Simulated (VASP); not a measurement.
# Fe (Im-3m) in VASP: further runs, part 2 of 2

VASP 6.6.1. The steps go on from the part before.

## Step 4: Single point, b88 exchange, pbe correlation, collinear spin, ferromagnetic start

This run uses another cell than the first one, of 12.26 Å³/atom.

Input file INCAR:

```
PREC     = Accurate       # precision mode
ENCUT    = 690            # plane-wave cutoff, eV
EDIFF    = 1E-6           # SCF threshold, eV
ISMEAR   = -1             # smearing method
SIGMA    = 0.05           # smearing width, eV
LREAL    = F              # projectors in reciprocal space
LASPH    = T              # aspherical terms in the spheres
NELM     = 200            # most SCF steps
ALGO     = Normal         # electronic algorithm
ISIF     = 2              # what is computed and relaxed
LWAVE    = F              # write WAVECAR
LCHARG   = F              # write CHGCAR
ISPIN    = 2              # spin polarisation
MAGMOM   = 3              # initial moments
LORBIT   = 11             # projections on sites
LMAXMIX  = 4              # l up to which the mixer works
GGA      = LIBXC          # functional
LIBXC1   = GGA_X_B88    
LIBXC2   = GGA_C_PBE    
NBANDS   = 18             # bands
GGA_COMPAT= F
```

Input file KPOINTS:

```
Automatic mesh
0
Gamma
  13 13 13
```

Input file POSCAR:

```
Fe
1.0
   -1.4525565699      1.4525565699      1.4525565699
    1.4525565699     -1.4525565699      1.4525565699
    1.4525565699      1.4525565699     -1.4525565699
Fe
1
Direct
    0.0000000000      0.0000000000      0.0000000000
```

Potentials or basis: VASP PAW PBE potentials, release 64 (Fe_sv).

The run is started by

```bash
> cat potpaw_PBE.64/Fe_sv/POTCAR > POTCAR
> mpirun -np 1 vasp_std > vasp.out
```

OUTCAR:

```text
PREC = Accurate
   ENCUT = 690
   EDIFF = 1E-6
   ISMEAR = -1
   LREAL = F
   LASPH = T
   NELM = 200
   ISIF = 2
   ISPIN = 2
   LORBIT = 11
   GGA = LIBXC

 ion  position               nearest neighbor table
   1  0.000  0.000  0.000-

  LATTYP: Found a body centered cubic cell.
 ALAT       =     2.9051131398

  Lattice vectors:

 A1 = (  -1.4525565699,   1.4525565699,   1.4525565699)
 A2 = (   1.4525565699,  -1.4525565699,   1.4525565699)
 A3 = (   1.4525565699,   1.4525565699,  -1.4525565699)

Analysis of symmetry for initial positions (statically):
=====================================================================
 Subroutine PRICEL returns:
 Original cell was already a primitive cell.

 Routine SETGRP: Setting up the symmetry group for a
 body centered cubic supercell.

 Subroutine GETGRP returns: Found 48 space group operations
 (whereof 48 operations were pure point group operations)
 out of a pool of 48 trial point group operations.

The static configuration has the point symmetry O_h .

Analysis of symmetry for dynamics (positions and initial velocities):
=====================================================================
 Subroutine PRICEL returns:
 Original cell was already a primitive cell.
[... 181 lines left out ...]
      3     -43.0111      1.00000
      4     -43.0111      1.00000
      5       2.8205      1.00000
      6       8.6792      1.00000
[... 493 lines left out ...]
     17      43.8847      0.00000
     18      47.1027      0.00000

 [... further k-points ...]

 spin component 2

 k-point     1 :       0.0000    0.0000    0.0000
  band No.  band energies     occupation
      1     -74.3599      1.00000
      2     -40.2865      1.00000
      3     -40.2865      1.00000
      4     -40.2865      1.00000
      5       2.9813      1.00000
      6      10.7066      0.92256
[... 493 lines left out ...]
     17      44.2047      0.00000
     18      47.6134      0.00000

 [... further k-points ...]
[... 5 lines left out ...]
  --------------------------------------------------------------------------------------
  -------------------------------------------------------------------------------------
  Total       -1.0167598     -1.0167598     -1.0167598     -0.0000000     -0.0000000      0.0000000
  in kB     -132.8831129   -132.8831129   -132.8831129     -0.0000000     -0.0000000      0.0000000
  external PRESSURE =    -132.8831129 kB  Pullay stress =       0.0000000 kB

 VOLUME and BASIS-vectors are now :
 -----------------------------------------------------------------------------
  energy-cutoff  :      690.00
  volume of cell :       12.26
      direct lattice vectors                 reciprocal lattice vectors
    -1.452556570  1.452556570  1.452556570     0.000000000  0.344220673  0.344220673
     1.452556570 -1.452556570  1.452556570     0.344220673  0.000000000  0.344220673
     1.452556570  1.452556570 -1.452556570     0.344220673  0.344220673  0.000000000

 POSITION                                       TOTAL-FORCE (eV/Angst)
 -----------------------------------------------------------------------------------
      0.00000      0.00000      0.00000        -0.000000      0.000000      0.000000
 -----------------------------------------------------------------------------------
    total drift:                                0.000000      0.000000      0.000000

  FREE ENERGIE OF THE ION-ELECTRON SYSTEM (eV)
  ---------------------------------------------------
  free  energy   TOTEN  =        -8.2097323241 eV

  energy  without entropy=       -8.1995386124  energy(sigma->0) =       -8.20463547

 total charge

# of ion       s       p       d       tot
------------------------------------------
    1        2.175   6.024   5.515  13.715

 magnetization (x)

# of ion       s       p       d       tot
------------------------------------------
    1       -0.001  -0.008   2.328   2.319
```

OSZICAR:

```text
N       E                     dE             d eps       ncg     rms          rms(c)
DAV:   1     0.227168322872E+03    0.22717E+03   -0.10150E+04  6210   0.150E+03
DAV:   2     0.777205859325E+00   -0.22639E+03   -0.20929E+03  6084   0.441E+02
DAV:   3    -0.900966773489E+01   -0.97869E+01   -0.96396E+01  7240   0.112E+02
DAV:   4    -0.915691048157E+01   -0.14724E+00   -0.14721E+00  7132   0.141E+01
DAV:   5    -0.916055519145E+01   -0.36447E-02   -0.36446E-02  7116   0.228E+00    0.118E+01
DAV:   6    -0.839466592772E+01    0.76589E+00   -0.29757E+00  6788   0.479E+01    0.118E+01
DAV:   7    -0.822025800176E+01    0.17441E+00   -0.56304E-01  6966   0.191E+01    0.474E+00
DAV:   8    -0.821438850372E+01    0.58695E-02   -0.93049E-03  6706   0.126E+00    0.136E+00
DAV:   9    -0.820968285167E+01    0.47057E-02   -0.44553E-03  8896   0.110E+00    0.330E-01
DAV:  10    -0.820970524009E+01   -0.22388E-04   -0.91139E-04  7246   0.681E-01    0.503E-02
DAV:  11    -0.820972788999E+01   -0.22650E-04   -0.30171E-05  6542   0.637E-02    0.304E-02
DAV:  12    -0.820973248945E+01   -0.45995E-05   -0.88500E-06  6776   0.374E-02    0.658E-03
DAV:  13    -0.820973232408E+01    0.16537E-06   -0.20457E-07  4008   0.535E-03
   1 F= -.82097323E+01 E0= -.82046355E+01  d E =-.101937E-01  mag=     2.3071
```

Run time: 18 s. Hardware: 1 thread of Intel Xeon 6975P-C (Granite Rapids), shared host; peak memory 0.17 GiB.

What came out:

```
Free energy                                           : -8.2097 eV
Pressure                                              : -13.3 GPa
Net moment                                            : 2.31 μB per cell
Site moments                                          : Fe +2.32 μB
Valence electrons inside the program's atomic spheres : Fe 13.71
```

Caveat: the cell stands under tension; the PAW data sets were made with another functional, which shifts forces and pressure a little.

## Step 5: Single point, BLYP+D4, collinear spin, ferromagnetic start

Input file INCAR:

```
AGGAC = 1.0
AGGAX = 1.0
ALDAC = 0.0
ALDAX = 1.0
ALGO = Normal
EDIFF = 1E-6
ENCUT = 690
GGA = B5
GGA_COMPAT = F
ISIF = 2
ISMEAR = -1
ISPIN = 2
IVDW = 13
LASPH = T
LCHARG = F
LMAXMIX = 4
LORBIT = 11
LREAL = F
LWAVE = F
MAGMOM = 3
NBANDS = 18
NELM = 200
PREC = Accurate
SIGMA = 0.05
VDW_A1 = 0.44488865
VDW_A2 = 4.0933009
VDW_S6 = 1.0
VDW_S8 = 2.34076671
```

Input file KPOINTS:

```
k-points
0
Gamma
  13 13 13
```

Input file POSCAR:

```
Fe
1.0
   -1.4619890197      1.4619890197      1.4619890197
    1.4619890197     -1.4619890197      1.4619890197
    1.4619890197      1.4619890197     -1.4619890197
Fe
1
Direct
    0.0000000000      0.0000000000      0.0000000000
```

The run is started by

```bash
> cat potpaw_PBE.64/Fe_sv/POTCAR > POTCAR
> mpirun -np 1 vasp_std > vasp.out
```

Wall time 21 s (1 thread of Intel Xeon 6975P-C (Granite Rapids), shared host); peak memory 0.17 GiB.

Results (log left out):

```yaml
Free_energy: -7.8763 eV
Pressure: -15.8 GPa
Net_moment: 2.34 μB per cell
Site_moments: Fe +2.33 μB
Valence_electrons_inside_the_program's_atomic_spheres: Fe 13.75
Dispersion_energy_per_atom: -0.615 eV
```

Levels at points of the mesh, in eV from the Fermi level:
Spin up:
```
           k point  band 6  band 7  band 8  band 9  band 10  band 11  band 12  band 13
(0.00, 0.00, 0.00)   -2.13   -2.13   -2.13   -1.05    -1.05    23.90    23.90    23.90
```
Spin down:
| k point | band 5 | band 6 | band 7 | band 8 | band 9 | band 10 |
| --- | --- | --- | --- | --- | --- | --- |
| (0.00, 0.00, 0.00) | -7.61 | -0.15 | -0.15 | -0.15 | 1.72 | 1.72 |

Caveat: the cell stands under tension; the PAW data sets were made with another functional, which shifts forces and pressure a little.

## Step 6: Single point, PBE, collinear spin, ferromagnetic start

This run uses another cell than the first one, of 12.02 Å³/atom.

Input file INCAR:

```
SYSTEM = Fe
PREC     = Accurate       ! precision mode
ENCUT    = 690            ! plane-wave cutoff, eV
EDIFF    = 1E-6           ! SCF threshold, eV
ISMEAR   = 0              ! smearing method
SIGMA    = 0.02           ! smearing width, eV
LREAL    = .FALSE.        ! projectors in reciprocal space
LASPH    = .TRUE.         ! aspherical terms in the spheres
NELM     = 200            ! most SCF steps
ALGO     = Normal         ! electronic algorithm
ISIF     = 2              ! what is computed and relaxed
LWAVE    = .FALSE.        ! write WAVECAR
LCHARG   = .TRUE.         ! write CHGCAR
ISPIN    = 2              ! spin polarisation
MAGMOM   = 3              ! initial moments
LORBIT   = 11             ! projections on sites
LMAXMIX  = 4              ! l up to which the mixer works
GGA      = PE             ! functional
LELF     = .TRUE.         ! ELF
LVHAR    = .TRUE.       
NBANDS   = 18             ! bands
GGA_COMPAT= .FALSE.
```

Input file KPOINTS:

```
regular mesh
0
G
  13 13 13
  0 0 0
```

Input file POSCAR:

```
Fe
1.0
   -1.4430000000      1.4430000000      1.4430000000
    1.4430000000     -1.4430000000      1.4430000000
    1.4430000000      1.4430000000     -1.4430000000
Fe
1
Direct
    0.0000000000      0.0000000000      0.0000000000
```

Potentials or basis: VASP PAW PBE potentials, release 64 (Fe_sv).

The run is started by

```bash
> cat potpaw_PBE.64/Fe_sv/POTCAR > POTCAR
> mpirun -np 1 vasp_std > vasp.out
```

OUTCAR:

```text
SYSTEM = Fe
   PREC = Accurate
   ENCUT = 690
   EDIFF = 1E-6
   ISMEAR = 0
   LREAL = .FALSE.
   LASPH = .TRUE.
   NELM = 200
   ISIF = 2
   ISPIN = 2
   LORBIT = 11
   GGA = PE

 ion  position               nearest neighbor table
   1  0.000  0.000  0.000-

  LATTYP: Found a body centered cubic cell.
 ALAT       =     2.8860000000

  Lattice vectors:

 A1 = (  -1.4430000000,   1.4430000000,   1.4430000000)
 A2 = (   1.4430000000,  -1.4430000000,   1.4430000000)
 A3 = (   1.4430000000,   1.4430000000,  -1.4430000000)

Analysis of symmetry for initial positions (statically):
=====================================================================
 Subroutine PRICEL returns:
 Original cell was already a primitive cell.

 Routine SETGRP: Setting up the symmetry group for a
 body centered cubic supercell.

 Subroutine GETGRP returns: Found 48 space group operations
 (whereof 48 operations were pure point group operations)
 out of a pool of 48 trial point group operations.

The static configuration has the point symmetry O_h .

Analysis of symmetry for dynamics (positions and initial velocities):
=====================================================================
 Subroutine PRICEL returns:
 Original cell was already a primitive cell.

 Routine SETGRP: Setting up the symmetry group for a
 body centered cubic supercell.

 Subroutine GETGRP returns: Found 48 space group operations
 (whereof 48 operations were pure point group operations)
 out of a pool of 48 trial point group operations.

The dynamic configuration has the point symmetry O_h .

Analysis of structural, dynamic, and magnetic symmetry:
=====================================================================
 Subroutine PRICEL returns:
 Original cell was already a primitive cell.

 Routine SETGRP: Setting up the symmetry group for a
 body centered cubic supercell.

 Subroutine GETGRP returns: Found 48 space group operations
 (whereof 48 operations were pure point group operations)
 out of a pool of 48 trial point group operations.

The overall configuration has the point symmetry O_h .

 Subroutine INISYM returns: Found 48 space group operations
 (whereof 48 operations are pure point group operations),
[... 123 lines left out ...]
   LEPSILON=     F    determine dielectric tensor
   LRPA    =     F    only Hartree local field effects (RPA)
 spin polarized calculation
 Gauss-broadening in eV      SIGMA  =   0.02
  energy-cutoff  :      690.00
  volume of cell :       12.02
 maximum number of plane-waves:       531
 NGX is ok and might be reduce to    24
   NGX = 11   NGY = 11   NGZ = 11

 number of electron      15.9999991 magnetization       2.2542163

 Free energy of the ion-electron system (eV)
  ---------------------------------------------------
  ext. energy  EPLUGINS =         0.00000000
  ---------------------------------------------------
  free energy    TOTEN  =        -8.33060516 eV

  energy without entropy =       -8.33035977  energy(sigma->0) =       -8.33048247

 E-fermi :  11.1779     XC(G=0): -13.3756

 val. band max:       11.1673640429   @ k =  -0.4615  -0.4615   0.3846
 cond. band min:      11.1794524343   @ k =   0.3077   0.0769  -0.0000
 fundamental gap:      0.0120883914
 Fermi energy:        11.1779247952

 spin component 1

 k-point     1 :       0.0000    0.0000    0.0000
  band No.  band energies     occupation
      1     -76.8426      1.00000
      2     -42.6743      1.00000
      3     -42.6743      1.00000
      4     -42.6743      1.00000
      5       3.0463      1.00000
      6       9.0097      1.00000
[... 493 lines left out ...]
     17      44.6078      0.00000
     18      47.9114      0.00000

 [... further k-points ...]

 spin component 2

 k-point     1 :       0.0000    0.0000    0.0000
  band No.  band energies     occupation
      1     -74.1122      1.00000
      2     -39.9932      1.00000
      3     -39.9932      1.00000
      4     -39.9932      1.00000
      5       3.1815      1.00000
      6      10.9905      1.00000
[... 493 lines left out ...]
     17      44.9000      0.00000
     18      48.3994      0.00000

 [... further k-points ...]
[... 5 lines left out ...]
  --------------------------------------------------------------------------------------
  -------------------------------------------------------------------------------------
  Total       -0.8216451     -0.8216451     -0.8216451      0.0000000     -0.0000000     -0.0000000
  in kB     -109.5307020   -109.5307020   -109.5307020      0.0000000     -0.0000000     -0.0000000
  external PRESSURE =    -109.5307020 kB  Pullay stress =       0.0000000 kB

 VOLUME and BASIS-vectors are now :
 -----------------------------------------------------------------------------
  energy-cutoff  :      690.00
  volume of cell :       12.02
      direct lattice vectors                 reciprocal lattice vectors
    -1.443000000  1.443000000  1.443000000     0.000000000  0.346500347  0.346500347
     1.443000000 -1.443000000  1.443000000     0.346500347  0.000000000  0.346500347
     1.443000000  1.443000000 -1.443000000     0.346500347  0.346500347  0.000000000

 POSITION                                       TOTAL-FORCE (eV/Angst)
 -----------------------------------------------------------------------------------
      0.00000      0.00000      0.00000        -0.000000     -0.000000     -0.000000
 -----------------------------------------------------------------------------------
    total drift:                               -0.000000      0.000000      0.000000

  FREE ENERGIE OF THE ION-ELECTRON SYSTEM (eV)
  ---------------------------------------------------
  free  energy   TOTEN  =        -8.3306051584 eV

  energy  without entropy=       -8.3303597720  energy(sigma->0) =       -8.33048247

 total charge

# of ion       s       p       d       tot
------------------------------------------
    1        2.178   6.028   5.509  13.715

 magnetization (x)

# of ion       s       p       d       tot
------------------------------------------
    1       -0.001  -0.008   2.280   2.271
```

stdout:

```text
POSCAR found type information on POSCAR Fe
 POSCAR found :  1 types and       1 ions
 scaLAPACK will be used
 LDA part: xc-table for (Slater+PW92), standard interpolation
 POSCAR, INCAR and KPOINTS ok, starting setup
 FFT: planning ... GRIDC
 FFT: planning ... GRID_SOFT
 FFT: planning ... GRID
 WAVECAR not read
 entering main loop
```

Run time: 33 s. Hardware: 1 thread of Intel Xeon Platinum 8259CL at 2.50GHz (Skylake/Cascade Lake), shared host; peak memory 0.17 GiB.

Results:

- Free energy: -8.3306 eV
- Pressure: -11.0 GPa
- Net moment: 2.25 μB per cell
- Site moments: Fe +2.27 μB
- Valence electrons inside the program's atomic spheres: Fe 13.71

Levels at points of the mesh, in eV from the Fermi level:
Spin up:
```csv
k point,band 5,band 6,band 7,band 8,band 9,band 10,band 11,band 12,band 13,band 14
"(0.00, 0.00, 0.00)",-8.13,-2.17,-2.17,-2.17,-1.06,-1.06,24.00,24.00,24.00,29.09
```
Spin down:
```tsv
k point	band 3	band 4	band 5	band 6	band 7	band 8	band 9	band 10	band 11	band 12
(0.00, 0.00, 0.00)	-51.17	-51.17	-8.00	-0.19	-0.19	-0.19	1.77	1.77	23.72	23.72
```

Caveat: the cell stands under tension.

## Step 7: Overview

```tsv
level	cell	smearing	gap on the mesh (eV)	pressure (GPa)	moment (μB)
PBEsol+D4	a = 2.532 Å, angles 109.5°, 1 atom	fermi-dirac 0.05 eV	none	-24.3	2.40
BLYP+D4	a = 2.548 Å, angles 109.5°, 1 atom	fermi-dirac 0.05 eV	none	-17.2	2.40
b88 exchange, pbe correlation	a = 2.516 Å, angles 109.5°, 1 atom	fermi-dirac 0.05 eV	none	-13.3	2.31
BLYP+D4	a = 2.532 Å, angles 109.5°, 1 atom	fermi-dirac 0.05 eV	none	-15.8	2.34
PBE	a = 2.499 Å, angles 109.5°, 1 atom	gaussian 0.02 eV	none	-11.0	2.25
```

Alike in all rows: task single point; potentials or basis VASP PAW PBE potentials, release 64 (Fe_sv); spin collinear, ferromagnetic start; k mesh 13 × 13 × 13; cutoff (eV) 690.

Caveats: the cell stands under tension; the PAW data sets were made with another functional, which shifts forces and pressure a little (at least some runs).

Absolute energies hang on the potentials; compare differences alone.

The gap in the log of VASP goes by the Fermi energy; the results here count the filled bands.